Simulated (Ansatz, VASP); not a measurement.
GeP5 in VASP and in Ansatz

```
Ge P
1.0
     6.14116    0.00000    0.00000
    -3.07058    5.31840    0.00000
     0.00000    0.00000    3.19610
Ge P
1 5
Direct
  0.00000 0.00000 0.00000
  0.50000 0.00000 0.00000
  0.00000 0.50000 0.00000
  0.50000 0.50000 0.00000
  0.33333 0.66667 0.50000
  0.66667 0.33333 0.50000
```

Alike in both runs: functional PBE; k mesh 6 × 6 × 12; occupations gaussian, width 0.1 eV; no spin polarisation.

Ansatz relaxed the structure, and its values are those at the end. VASP's run is a single point on that final structure, the one shown.

```csv
,VASP,Ansatz
version,VASP 6.6.1,Ansatz 0.2.0
potentials or method,"VASP PAW PBE potentials, release 64 (Ge_d, P), cutoff 520 eV","scalar-relativistic, plane waves, PAW"
valence electrons in the cell,39,39
```

Ansatz gave:

- gap on the k mesh at the Fermi level (eV): none
- pressure (GPa): 0.0

Task: Estimate VASP's values.

Result: gap on the k mesh at the Fermi level (eV): none; pressure (GPa): -0.2.

A gap of «none» marks a metal or a gap that the smearing closes. With one functional, cell and mesh, what is left measures potentials, basis and numerics.
